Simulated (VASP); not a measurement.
Input of a VASP 6.6.1 run:

Contents of INCAR:

```
SYSTEM = TiO2
ALGO = Normal
EDIFF = 1E-6
ENCUT = 520
GGA = PE
ISIF = 2
ISMEAR = -1
LASPH = .TRUE.
LCHARG = .FALSE.
LREAL = .FALSE.
LWAVE = .FALSE.
NBANDS = 19
NELM = 80
PREC = Accurate
SIGMA = 0.02
```

File KPOINTS:

```
k-points
0
G
  10 10 10
  0 0 0
```

File POSCAR:

```
TiO2
1.0
    0.0000000000      2.3968272525      2.5166686152
    2.3968272525      0.0000000000      2.5166686152
    2.3968272525      2.3968272525      0.0000000000
Ti O
1 2
Direct
    0.0000000000      0.0000000000      0.0000000000
    0.2500000000      0.2500000000      0.2500000000
    0.7500000000      0.7500000000      0.7500000000
```

Potentials or basis: VASP PAW PBE potentials, release 64 (Ti_sv, O).

The run is started by

```sh
$ cat potpaw_PBE.64/Ti_sv/POTCAR potpaw_PBE.64/O/POTCAR > POTCAR
$ mpirun -np 1 vasp_std > vasp.out
```

Q: Predict the band gap on the k mesh.

A: 0.76 eV (least direct gap 1.36 eV).

Q: Predict the pressure.

A: -5.2 GPa.

Stress tensor (GPa, compression positive):
```
  2.90   0.00   0.00
  0.00   2.90   0.00
  0.00   0.00 -21.33
```

Caveat: the cell differs from its parent crystal (uniaxial z strain +5.0%); the cell stands under tension. A k mesh can miss the band edges.
